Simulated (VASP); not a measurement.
Set up this calculation in VASP 6.6.1, as the native input.

```yaml
Task: single point
Functional: PBE
Potentials_or_basis: VASP PAW PBE potentials, release 64 (W_sv)
Cutoff: 400 eV
k_mesh: 9 × 9 × 1
Occupations: gaussian, width 0.1 eV
Spin: no spin polarisation
Dipole_correction: yes
Further_INCAR_settings: ALGO = Normal; EDIFF = 1e-06; NBANDS = 28; NELMDL = -8
```

The structure of W lies in POSCAR:

```
W
1.0
    2.8547213223      0.0000000000      0.0000000000
    0.0000000000      2.8547213223      0.0000000000
    0.0000000000      0.0000000000     20.9446427381
W
3
Direct
    0.5000000000      0.5000000000      0.1909796242
    0.0000000000      0.0000000000      0.2851223695
    0.5000000000      0.5000000000      0.3793162212
```

The input as run:

INCAR

```
PREC = Accurate
ENCUT = 400
EDIFF = 1E-6
ISMEAR = 0
SIGMA = 0.1
LREAL = F
LASPH = T
NELM = 120
ALGO = Normal
ISIF = 2
LWAVE = F
LCHARG = F
LDIPOL = T
IDIPOL = 3
DIPOL = 0.5 0.5 0.285
GGA = PE
NBANDS = 28
GGA_COMPAT = F
NELMDL = -8
```

KPOINTS

```
Automatic mesh
0
Gamma
  9 9 1
```

Potentials or basis: VASP PAW PBE potentials, release 64 (W_sv).

The run is started by

```sh
$ cat potpaw_PBE.64/W_sv/POTCAR > POTCAR
$ mpirun -np 1 vasp_std > vasp.out
```

Results of the run:

| Quantity | Value |
| --- | --- |
| Largest force | 0.156 eV/Å |
| Band gap on the k mesh | zero (band 21 reaches 1.82 eV, above the bottom of band 22 at -0.38 eV) |

Caveat: spin-orbit coupling is left out, which moves the levels of the heavy elements.

It took 110 s on 1 thread of Intel Xeon 8259CL, on a shared host, peak memory 0.22 GiB.
